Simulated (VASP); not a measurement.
# WSe2 in VASP: a series of runs, part 2 of 2

VASP 6.6.1. Earlier steps stand in the parts before.

### 4 Single point, PBEsol (atom 1 (W) moved by -0.553 Å along [1 0 0] and +0.830 Å along [0 0 1])

File INCAR:

```
ALGO = Normal
EDIFF = 1E-6
ENCUT = 520
GGA = PS
ISIF = 2
ISMEAR = 0
LASPH = T
LCHARG = F
LREAL = F
LWAVE = F
NBANDS = 35
NELM = 100
PREC = Accurate
SIGMA = 0.05
```

File KPOINTS:

```
k-points
0
Gamma
  9 9 2
```

File POSCAR:

```
WSe2
1.0
    3.2705808386      0.0000000000      0.0000000000
   -1.6352904193      2.8324060913      0.0000000000
    0.0000000000      0.0000000000     23.9869951139
W Se
2 4
Direct
    0.4974918236      0.3333333333      0.1722242248
    0.3333333333      0.6666666667      0.8623778584
    0.3333333333      0.6666666667      0.2073407565
    0.6666666667      0.3333333333      0.9321940382
    0.3333333333      0.6666666667      0.0678059618
    0.6666666667      0.3333333333      0.7926592435
```

Potentials or basis: VASP PAW PBE potentials, release 64 (W_sv, Se).

On the command line:

```sh
$ cat potpaw_PBE.64/W_sv/POTCAR potpaw_PBE.64/Se/POTCAR > POTCAR
$ mpirun -np 1 vasp_std > vasp.out
```

OUTCAR:

```text
EDIFF = 1E-6
   ENCUT = 520
   GGA = PS
   ISIF = 2
   ISMEAR = 0
   LASPH = T
   LREAL = F
   NELM = 100
   PREC = Accurate

 ion  position               nearest neighbor table
   1  0.497  0.333  0.172-   3 1.66   3 2.14   3 2.53   5 2.89
   2  0.333  0.667  0.862-   6 2.52   6 2.52   6 2.52   4 2.52   4 2.52   4 2.52
   3  0.333  0.667  0.207-   1 1.66   1 2.14   1 2.53
   4  0.667  0.333  0.932-   2 2.52   2 2.52   2 2.52
   5  0.333  0.667  0.068-   1 2.89
   6  0.667  0.333  0.793-   2 2.52   2 2.52   2 2.52

  LATTYP: Found a hexagonal cell.
 ALAT       =     3.2705808386
 C/A-ratio  =     7.3341697691

  Lattice vectors:

 A1 = (   3.2705808386,   0.0000000000,   0.0000000000)
 A2 = (  -1.6352904193,   2.8324060913,   0.0000000000)
 A3 = (   0.0000000000,   0.0000000000,  23.9869951139)

Analysis of symmetry for initial positions (statically):
=====================================================================
 Subroutine PRICEL returns:
 Original cell was already a primitive cell.

 Routine SETGRP: Setting up the symmetry group for a
 hexagonal supercell.

 Subroutine GETGRP returns: Found  1 space group operations
 (whereof  1 operations were pure point group operations)
 out of a pool of 24 trial point group operations.

The static configuration has the point symmetry C_1 .

Analysis of symmetry for dynamics (positions and initial velocities):
=====================================================================
 Subroutine PRICEL returns:
 Original cell was already a primitive cell.

 Routine SETGRP: Setting up the symmetry group for a
 hexagonal supercell.

 Subroutine GETGRP returns: Found  1 space group operations
 (whereof  1 operations were pure point group operations)
 out of a pool of 24 trial point group operations.

The dynamic configuration has the point symmetry C_1 .

 Subroutine INISYM returns: Found  1 space group operations
 (whereof  1 operations are pure point group operations),
 and found     1 'primitive' translations

----------------------------------------------------------------------------------------

                                     Primitive cell

  volume of cell :     222.2062

  direct lattice vectors                    reciprocal lattice vectors
     3.270580839  0.000000000  0.000000000     0.305756087  0.176528359  0.000000000
    -1.635290419  2.832406091  0.000000000     0.000000000  0.353056718  0.000000000
     0.000000000  0.000000000 23.986995114     0.000000000  0.000000000  0.041689257

  length of vectors
     3.270580839  3.270580839 23.986995114     0.353056718  0.353056718  0.041689257

  position of ions in fractional coordinates (direct lattice)
     0.497491824  0.333333333  0.172224225
     0.333333333  0.666666667  0.862377858
     0.333333333  0.666666667  0.207340757
     0.666666667  0.333333333  0.932194038
     0.333333333  0.666666667  0.067805962
     0.666666667  0.333333333  0.792659243

  ion indices of the primitive-cell ions
   primitive index   ion index
                 1           1
                 2           2
                 3           3
                 4           4
                 5           5
                 6           6

[... 27 lines left out ...]
            Coordinates               Weight
  0.000000  0.000000  0.000000      1.000000
  0.111111  0.000000  0.000000      2.000000
  0.000000  0.111111  0.000000      2.000000
 -0.111111  0.111111  0.000000      2.000000
  0.222222 -0.000000  0.000000      2.000000
  0.000000  0.222222  0.000000      2.000000
[... 16 lines left out ...]
  0.333333  0.111111  0.000000      2.000000
 -0.111111  0.444444  0.000000      2.000000
 [... further k-points ...]
   k-points           NKPTS =     82   k-points in BZ     NKDIM =     82   number of bands    NBANDS=     35
   number of dos      NEDOS =    301   number of ions     NIONS =      6
   total plane-waves  NPLWV = 103680
   dimension x,y,z NGX =    24 NGY =   24 NGZ =  180
   dimension x,y,z NGXF=    48 NGYF=   48 NGZF=  360
   ions per type =               2   4
   NGX,Y,Z   is equivalent  to a cutoff of  12.20, 12.20, 12.48 a.u.
   NGXF,Y,Z  is equivalent  to a cutoff of  24.40, 24.40, 24.95 a.u.
 SYSTEM =  unknown system
   PREC   = accura    normal or accurate (medium, high low for compatibility)
   ISTART =      0    job   : 0-new  1-cont  2-samecut
   ICHARG =      2    charge: 1-file 2-atom 10-const
   ISPIN  =      1    spin polarized calculation?
   LNONCOLLINEAR =      F non collinear calculations
   LSORBIT =      F    spin-orbit coupling
   LASPH  =      T    aspherical Exc in radial PAW
   ENCUT  =  520.0 eV  38.22 Ry    6.18 a.u.   6.08  6.08 44.60*2*pi/ulx,y,z
   NELM   =    100;   NELMIN=  2; NELMDL= -5     # of ELM steps
   EDIFF  = 0.1E-05   stopping-criterion for ELM
   LREAL  =      F    real-space projection
   EDIFFG = 0.1E-04   stopping-criterion for IOM
   NSW    =      0    number of steps for IOM
   IBRION =     -1    ionic relax: 0-MD 1-quasi-New 2-CG
   NFREE  =      0    steps in history (QN), initial steepest desc. (CG)
   ISIF   =      2    stress and relaxation
   ISYM   =      2    0-nonsym 1-usesym 2-fastsym
   POTIM  = 0.5000    time-step for ionic-motion
   TEBEG  =    0.0;   TEEND  =   0.0 temperature during run
   PSTRESS=    0.0 pullay stress
   NELECT =      52.0000    total number of electrons
   NUPDOWN=      -1.0000    fix difference up-down
   EMIN   =  10.00;   EMAX   =-10.00  energy-range for DOS
   EFERMI =   0.00;   METHOD = LEGACY
   ISMEAR =     0;   SIGMA  =   0.05  broadening in eV -4-tet -1-fermi 0-gaus
   EFERMI_NEDOS =   21; number of points for ismear=-14 and -15
   IALGO  =     38    algorithm
   IMIX   =      4    mixing-type and parameters
     AMIX     =   0.40;   BMIX     =  1.00
     AMIX_MAG =   1.60;   BMIX_MAG =  1.00
  volume/ion in A,a.u.               =      37.03       249.92
  Fermi-wavevector in a.u.,A,eV,Ry     =   1.008844  1.906438 13.847540  1.017765
  Thomas-Fermi vector in A             =   2.141735
   LORBIT       =      0    0 simple, 1 ext, 2 COOP (PROOUT), +10 PAW based schemes
   GGA     = PS    functional components
   LHFCALC =     F    Hartree Fock is set to
   AEXX    =    0.0000 exact exchange contribution
   IVDW    =     0    specifies the selected vdW correction
   LEPSILON=     F    determine dielectric tensor
   LRPA    =     F    only Hartree local field effects (RPA)
 non-spin polarized calculation
 Gauss-broadening in eV      SIGMA  =   0.05
  energy-cutoff  :      520.00
  volume of cell :      222.21
 maximum number of plane-waves:      6072
   NGX = 13   NGY = 13   NGZ = 89

 number of electron      51.9999999 magnetization

 Free energy of the ion-electron system (eV)
  ---------------------------------------------------
  ext. energy  EPLUGINS =         0.00000000
  ---------------------------------------------------
  free energy    TOTEN  =       -30.22612339 eV

  energy without entropy =      -30.22366069  energy(sigma->0) =      -30.22489204

 E-fermi :   1.3969     XC(G=0):  -6.3249

 val. band max:        1.3780626480   @ k =  -0.3333   0.4444   0.0000
 cond. band min:       1.4119612679   @ k =   0.0000   0.4444   0.5000
 fundamental gap:      0.0338986199
 Fermi energy:         1.3968963624

 k-point     1 :       0.0000    0.0000    0.0000
  band No.  band energies     occupation
      1     -72.6047      2.00000
      2     -72.5071      2.00000
      3     -38.6231      2.00000
      4     -36.8724      2.00000
      5     -36.7349      2.00000
      6     -36.7196      2.00000
[... 901 lines left out ...]
     34       5.7368      0.00000
     35       6.7203      0.00000

 [... further k-points ...]

------------------------ aborting loop because EDIFF is reached ----------------------------------------

  FORCE on cell =-STRESS in cart. coord.  units (eV):
  Direction    XX          YY          ZZ          XY          YZ          ZX
  --------------------------------------------------------------------------------------
  -------------------------------------------------------------------------------------
  Total       38.1392359     39.0817803     21.9001528    -35.8785050     20.3517052    -28.0834693
  in kB      274.9959613    281.7920050    157.9070332   -258.6953761    146.7422356   -202.4907014
  external PRESSURE =     238.2316665 kB  Pullay stress =       0.0000000 kB

 VOLUME and BASIS-vectors are now :
 -----------------------------------------------------------------------------
  energy-cutoff  :      520.00
  volume of cell :      222.21
      direct lattice vectors                 reciprocal lattice vectors
     3.270580839  0.000000000  0.000000000     0.305756087  0.176528359  0.000000000
    -1.635290419  2.832406091  0.000000000     0.000000000  0.353056718  0.000000000
     0.000000000  0.000000000 23.986995114     0.000000000  0.000000000  0.041689257

 POSITION                                       TOTAL-FORCE (eV/Angst)
 -----------------------------------------------------------------------------------
      1.08199      0.94414      4.13114        32.445573    -24.034299    -31.683116
     -0.00000      1.88827     20.68585         0.003370     -0.001463     -0.008644
     -0.00000      1.88827      4.97348       -32.665320     24.068731     30.185698
      1.63529      0.94414     22.36053         0.001893      0.003961      0.067326
     -0.00000      1.88827      1.62646         0.215128     -0.037310      1.505590
      1.63529      0.94414     19.01351        -0.000645      0.000381     -0.066854
 -----------------------------------------------------------------------------------
    total drift:                               -0.000290      0.000036      0.000126

  FREE ENERGIE OF THE ION-ELECTRON SYSTEM (eV)
  ---------------------------------------------------
  free  energy   TOTEN  =       -30.2261233879 eV

  energy  without entropy=      -30.2236606909  energy(sigma->0) =      -30.22489204
```

OSZICAR:

```text
N       E                     dE             d eps       ncg     rms          rms(c)
DAV:   1     0.497375655497E+03    0.49738E+03   -0.27405E+04  6732   0.131E+03
DAV:   2     0.217767660119E+01   -0.49520E+03   -0.48104E+03  7173   0.333E+02
DAV:   3    -0.313374701143E+02   -0.33515E+02   -0.32915E+02  7121   0.841E+01
[... 19 lines left out ...]
DAV:  23    -0.302261122650E+02   -0.24869E-04   -0.17140E-06  5245   0.318E-03    0.857E-04
DAV:  24    -0.302261181690E+02   -0.59040E-05   -0.21584E-07  4643   0.156E-03    0.389E-04
DAV:  25    -0.302261214233E+02   -0.32544E-05   -0.18991E-07  4430   0.105E-03    0.193E-04
DAV:  26    -0.302261227109E+02   -0.12876E-05   -0.72060E-08  4242   0.592E-04    0.123E-04
DAV:  27    -0.302261233879E+02   -0.67695E-06   -0.42474E-08  4144   0.389E-04
   1 F= -.30226123E+02 E0= -.30224892E+02  d E =-.246270E-02
```

It took 18 min on 1 thread of Oxide Virtual Turin-like, shared host; peak memory 0.64 GiB.

Results:

```
Free energy            : -30.2261 eV
Largest force          : 51.324 eV/Å
Band gap on the k mesh : zero (bands 26 and 27 overlap by 1.90 eV)
```

Forces on the atoms (eV/Å):
```
W    32.446 -24.034 -31.683
W     0.003  -0.001  -0.009
Se  -32.665  24.069  30.186
Se    0.002   0.004   0.067
Se    0.215  -0.037   1.506
Se   -0.001   0.000  -0.067
```

Caveat: the cell differs from its parent crystal (atom 1 (W) moved by -0.553 Å along [1 0 0] and +0.830 Å along [0 0 1]); atoms lie so close that the PAW spheres overlap strongly, which falsifies energies and pressures; there is no dipole correction, which matters where the two faces differ; the PAW data sets were made with another functional, which shifts forces and pressure a little; spin-orbit coupling is left out, which moves the levels of the heavy elements.

### 5 Single point, PBEsol (atom 1 (W) moved by -0.830 Å along [1 0 0] and +0.000 Å along [0 0 1])

File INCAR:

```
PREC     = Accurate       # precision mode
ENCUT    = 520            # plane-wave cutoff, eV
EDIFF    = 1E-6           # SCF threshold, eV
ISMEAR   = 0              # smearing method
SIGMA    = 0.05           # smearing width, eV
LREAL    = F              # projectors in reciprocal space
LASPH    = T              # aspherical terms in the spheres
NELM     = 80             # most SCF steps
ALGO     = Normal         # electronic algorithm
ISIF     = 2              # what is computed and relaxed
LWAVE    = F              # write WAVECAR
LCHARG   = F              # write CHGCAR
GGA      = PS             # functional
NBANDS   = 35             # bands
```

File KPOINTS:

```
Automatic mesh
0
Gamma
  9 9 2
```

Edit POSCAR of step 4 so:

```diff
@@ -8,3 +8,3 @@
 Direct
-    0.4974918236      0.3333333333      0.1722242248
+    0.4128891143      0.3333333333      0.1376221416
     0.3333333333      0.6666666667      0.8623778584
```

On the command line:

```sh
$ cat potpaw_PBE.64/W_sv/POTCAR potpaw_PBE.64/Se/POTCAR > POTCAR
$ mpirun -np 1 vasp_std > vasp.out
```

Run time: 16 min. Hardware: 1 thread of Oxide Virtual Turin-like, shared host; peak memory 0.63 GiB.

The run converged. Its results:

* Free energy: -41.8464 eV
* Largest force: 9.656 eV/Å
* Band gap on the k mesh: zero (bands 26 and 27 overlap by 0.59 eV)

Forces in eV/Å, atoms in the order of the input:
```
W    7.864 -5.603 -0.049
W   -0.012  0.000  0.001
Se  -3.945  2.813  6.980
Se  -0.015  0.006  0.065
Se  -3.893  2.783 -6.932
Se   0.001  0.001 -0.064
```

Levels at points of the mesh, in eV from the Fermi level:
```tsv
k point	band 24	band 25	band 26	band 27	band 28	band 29
(0.00, 0.00, 0.00)	-1.96	-1.61	-1.30	0.81	1.74	1.77
(0.00, 0.00, 0.50)	-1.96	-1.61	-1.30	0.81	1.74	1.77
```

Caveat: the cell differs from its parent crystal (atom 1 (W) moved by -0.830 Å along [1 0 0] and +0.000 Å along [0 0 1]); there is no dipole correction, which matters where the two faces differ; the PAW data sets were made with another functional, which shifts forces and pressure a little; spin-orbit coupling is left out, which moves the levels of the heavy elements.

### 6 Summary

```tsv
cell	gap on the mesh (eV)	largest force (eV/Å)
as given, atomic positions A	none	29.88
as given, atomic positions B	none	29.95
as given, atomic positions C	none	51.32
as given, atomic positions D	none	9.66
```

Alike in all rows: task single point; level PBEsol; potentials or basis VASP PAW PBE potentials, release 64 (W_sv, Se); no spin polarisation; k mesh 9 × 9 × 2; cutoff (eV) 520; smearing gaussian 0.05 eV.

Caveats: there is no dipole correction, which matters where the two faces differ; the PAW data sets were made with another functional, which shifts forces and pressure a little; spin-orbit coupling is left out, which moves the levels of the heavy elements; atoms lie so close that the PAW spheres overlap strongly, which falsifies energies and pressures (at least some runs).

Absolute energies hang on the potentials; compare differences alone.

The gap in the log of VASP goes by the Fermi energy; the results here count the filled bands.